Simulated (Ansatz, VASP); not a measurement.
**P: VASP beside Ansatz**

Contents of POSCAR:

```
P
1.0
   -1.4887079254      1.4887079254      1.4887079254
    1.4887079254     -1.4887079254      1.4887079254
    1.4887079254      1.4887079254     -1.4887079254
P
1
Direct
    0.0000000000      0.0000000000      0.0000000000
```

The input INCAR.step1:

```
SYSTEM = P
  PREC = Accurate
  ENCUT = 520
  ISMEAR = -1
  SIGMA = 0.1
  LREAL = .False.
  LASPH = .True.
  NELM = 80
  NBANDS = 8
  GGA = PE
  ALGO = Normal
  EDIFF = 1E-4
  LWAVE = .True.
  LCHARG = .False.
```

File INCAR.step2:

```
SYSTEM = P
  PREC = Accurate
  ENCUT = 520
  EDIFF = 1E-6
  ISMEAR = -1
  SIGMA = 0.1
  LREAL = .False.
  LASPH = .True.
  NELM = 80
  ALGO = Normal
  ISIF = 2
  LWAVE = .False.
  LCHARG = .False.
  METAGGA = R2SCAN
  LMIXTAU = .True.
  NBANDS = 8
  ISTART = 1
```

KPOINTS

```
Automatic mesh
0
Gamma
  16 16 16
  0 0 0
```

Input for Ansatz:

```yaml
crystal:
  lattice:
    - [-1.4887079254, 1.4887079254, 1.4887079254]
    - [1.4887079254, -1.4887079254, 1.4887079254]
    - [1.4887079254, 1.4887079254, -1.4887079254]
  atoms:
    - { symbol: P, position: [0.0, 0.0, 0.0] }
hamiltonian:
  xc: r2scan
  pseudopotentials:
    kind: paw
    azcp:
      P: "pseudopotentials/P.paw.azcp"
basis:
  ecutwfc: 500
  fft_grid_basis: typed
kpoints:
  mp_grid: { grid: [16, 16, 16], shift: [0, 0, 0] }
magnetization:
  spin_polarized: false
scf:
  occupations: { method: fermi_dirac, width: 0.1 }
  lower_state_search: "off"
output:
  stress: true
```

Alike in both runs: task single point; functional r2SCAN; k mesh 16 × 16 × 16; occupations fermi-dirac, width 0.1 eV; no spin polarisation.

```csv
,VASP,Ansatz
version,VASP 6.6.1,Ansatz 0.2.0
potentials or method,"VASP PAW PBE potentials, release 64 (P), cutoff 520 eV","plane waves (500 eV) with PAW, scalar-relativistic"
valence electrons in the cell,5,5
```

```tsv
	VASP	Ansatz	Ansatz less VASP
pressure (GPa)	8.7	8.9	+0.20
```

VASP's potentials were made for PBE, not for r2SCAN.
